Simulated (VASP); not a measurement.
**CaB2: single point with revPBE**

The system is CaB2.

```
Ca B
1.0
     3.22643    0.00000    0.00000
    -1.61322    2.79417    0.00000
     0.00000    0.00000    4.06739
Ca B
1 2
Direct
  0.99120 0.99177 0.99953
  0.32453 0.65845 0.49950
  0.65785 0.32513 0.49950
```

```yaml
Program: VASP 6.6.1
Task: single point
Functional: revPBE
Potentials_or_basis: VASP PAW PBE potentials, release 64 (Ca_sv, B)
Cutoff: 500 eV
k_mesh: 4 × 4 × 3
Occupations: methfessel-paxton, width 0.1 eV
Spin: no spin polarisation
```

| Item | Value |
| --- | --- |
| Pressure | 1.6 GPa |
| Band gap on the k mesh | zero (bands 8 and 9 overlap by 1.10 eV) |

Stress tensor (GPa, compression positive):
```
0.07 0.00 0.00
0.00 0.07 0.00
0.00 0.00 4.58
```

Levels at points of the mesh, in eV from the Fermi level:
| k point | band 5 | band 6 | band 7 | band 8 | band 9 | band 10 | band 11 | band 12 |
| --- | --- | --- | --- | --- | --- | --- | --- | --- |
| (0.00, 0.00, 0.00) | -10.19 | -1.53 | 0.63 | 0.63 | 0.76 | 5.75 | 5.75 | 6.58 |
| (0.50, 0.00, 0.00) | -6.64 | -6.11 | -1.12 | -0.92 | 1.33 | 3.42 | 5.61 | 6.58 |
| (0.50, 0.50, 0.00) | -6.64 | -6.11 | -1.12 | -0.92 | 1.33 | 3.42 | 5.61 | 6.58 |

It took 11 s on 1 thread of AMD EPYC 7R43 64-Core Processor (Zen 3), on a shared host, peak memory 0.11 GiB.

Caveat: the k points lie up to 0.56 Å⁻¹ apart, too coarse for converged energies and pressures of a metal; the PAW data sets were made with another functional, which shifts forces and pressure a little.
